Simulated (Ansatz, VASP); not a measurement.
**Ba in VASP and in Ansatz**

```
Ba
1.0
     1.95500   -3.50400    0.00000
     1.95500    3.50400    0.00000
     0.00000    0.00000    5.70000
Ba
1
Cartesian
  0.0000 0.0000 0.0000
```

Change from the starting cell: strain -0.0400 x Voigt [0, 1, 0, 0, 0, 0], atoms carried along.

Alike in both runs: task single point; functional PBEsol; k mesh 14 × 14 × 8; occupations gaussian, width 0.15 eV; no spin polarisation.

|  | VASP | Ansatz |
| --- | --- | --- |
| version | VASP 6.6.1 | Ansatz 0.2.0 |
| potentials or method | VASP PAW PBE potentials, release 64 (Ba_sv), cutoff 520 eV | scalar-relativistic, plane waves, PAW |
| valence electrons in the cell | 10 | 10 |

```tsv
	VASP	Ansatz	Ansatz less VASP
gap on the k mesh at the Fermi level (eV)	none	none	-
pressure (GPa)	0.4	0.3	-0.06
traceless stress, the component that is largest in VASP (GPa)	-2.82	-2.75	+0.070
```

VASP's potentials were made for PBE, not for PBEsol. A gap of «none» marks a metal or a gap that the smearing closes.

Spin-orbit coupling is off throughout.
